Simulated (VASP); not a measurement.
Crystal: Ti.

```xyz
2
Lattice="2.9500 0.0000 0.0000 -1.4750 2.5548 0.0000 0.0000 0.0000 4.6846" Properties=species:S:1:pos:R:3 pbc="T T T"
Ti    0.0000    1.7032    3.5134
Ti    1.4750    0.8516    1.1711
```

```yaml
Program: VASP 6.6.1
Task: relaxation of cell and atoms
Functional: PBE
Potentials_or_basis: VASP PAW PBE potentials, release 64 (Ti_sv)
Cutoff: 600 eV
k_mesh: 8 × 8 × 4
Occupations: gaussian, width 0.05 eV
Spin: no spin polarisation
```

At the start: pressure -2.1 GPa; volume 17.65 Å³/atom.

Task: Where does the relaxation end?

Result: Over 5 steps the energy falls by 2.6 meV/atom and the volume is 17.29 Å³/atom (-2.0 %); space group P6_3/mmc (No. 194, to 0.1 Å) before and after.

The path:
| step | energy change (eV) | largest force (eV/Å) | pressure (GPa) | volume (Å³) |
| --- | --- | --- | --- | --- |
| 1 | 0.0000 | 0.0000 | -2.09 | 35.31 |
| 2 | -0.0028 | 0.0000 | 1.60 | 34.14 |
| 3 | -0.0049 | 0.0000 | 0.06 | 34.60 |
| 4 | -0.0049 | 0.0000 | 0.11 | 34.58 |
| 5 | -0.0053 | 0.0000 | 0.14 | 34.58 |

Final structure:
```
CELL_PARAMETERS angstrom
2.93685 0.00000 0.00000
-1.46843 2.54339 0.00000
0.00000 0.00000 4.63002
ATOMIC_POSITIONS crystal
Ti 0.33333 0.66667 0.75000
Ti 0.66667 0.33333 0.25000
```
